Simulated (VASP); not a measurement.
A run of VASP 6.6.1 is set up as follows.

The input INCAR:

```
  PREC = Accurate
  ENCUT = 520
  EDIFF = 1E-7
  ISMEAR = 0
  SIGMA = 0.1
  LREAL = F
  LASPH = T
  NELM = 80
  ALGO = Fast
  ISIF = 2
  LWAVE = F
  LCHARG = F
  LDIPOL = T
  IDIPOL = 3
  DIPOL = 0.5 0.5 0.282
  GGA = PE
  NBANDS = 80
```

KPOINTS

```
regular mesh
0
Gamma
  5 5 1
```

The input POSCAR:

```
Cu6H
1.0
    5.1332392722      0.0000000000      0.0000000000
    0.0000000000      5.1332392722      0.0000000000
    0.0000000000      0.0000000000     21.5289058579
Cu H
12 2
Direct
    0.2500000000      0.2500000000      0.1857967157
    0.2500000000      0.7500000000      0.1857967157
    0.7500000000      0.2500000000      0.1857967157
    0.7500000000      0.7500000000      0.1857967157
    0.0000000000      0.0000000000      0.2677566944
    0.0000000000      0.5000000000      0.2677566944
    0.5000000000      0.0000000000      0.2677566944
    0.5000000000      0.5000000000      0.2677566944
    0.2500000000      0.2500000000      0.3497114952
    0.2500000000      0.7500000000      0.3497114952
    0.7500000000      0.2500000000      0.3497114952
    0.7500000000      0.7500000000      0.3497114952
    0.1604853728      1.0000000000      0.3706136257
    0.3395146272      1.0000000000      0.3706136257
```

Potentials or basis: VASP PAW PBE potentials, release 64 (Cu, H).

The run is started by

```console
$ cat potpaw_PBE.64/Cu/POTCAR potpaw_PBE.64/H/POTCAR > POTCAR
$ mpirun -np 1 vasp_std > vasp.out
```

Estimate the largest force.

4.807 eV/Å.

Estimate the band gap on the k mesh.

zero (bands 67 and 68 overlap by 0.40 eV).

Forces on the atoms (eV/Å):
```
Cu   0.000 -0.027  0.010
Cu   0.000  0.027  0.010
Cu   0.000  0.006 -0.043
Cu   0.000 -0.006 -0.043
Cu  -0.313  0.000 -0.581
Cu   0.106  0.000 -0.059
Cu   0.313  0.000 -0.581
Cu  -0.106  0.000 -0.059
Cu   0.000  4.615 -1.345
Cu   0.000 -4.615 -1.345
Cu   0.000  0.237  0.000
Cu   0.000 -0.237  0.000
H   -3.398  0.000  2.017
H    3.398  0.000  2.017
```
